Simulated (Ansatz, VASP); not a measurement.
**Two plane-wave programs on SiMo5**

```xyz
6
Lattice="0.0000 3.6487 3.6487 3.6487 0.0000 3.6487 3.6487 3.6487 0.0000" Properties=species:S:1:pos:R:3 pbc="T T T"
Si    5.4730    5.4730    5.4730
Mo    0.9094    0.9094    0.9094
Mo    2.7393    2.7393    0.9094
Mo    2.7393    0.9094    2.7393
Mo    0.9094    2.7393    2.7393
Mo    3.6487    3.6487    3.6487
```

Alike in both runs: functional PBE; k mesh 4 × 4 × 4; occupations gaussian, width 0.2 eV; no spin polarisation.

Ansatz relaxed the structure, and its values are those at the end. VASP's run is a single point on that final structure, the one shown.

```csv
,VASP,Ansatz
version,VASP 6.6.1,Ansatz 0.2.0
potentials or method,"VASP PAW PBE potentials, release 64 (Si, Mo_sv), cutoff 500 eV","scalar-relativistic, plane waves, PAW"
valence electrons in the cell,74,74
```

```tsv
	VASP	Ansatz	Ansatz less VASP
gap on the k mesh at the Fermi level (eV)	none	none	-
pressure (GPa)	0.3	-0.2	-0.47
rms of the force components (eV/Å)	0.003	0.003	+0.0004
```

A gap of «none» marks a metal or a gap that the smearing closes. With one functional, cell and mesh, what is left measures potentials, basis and numerics.

The k mesh is coarse, so the values compare programs but aren't converged.
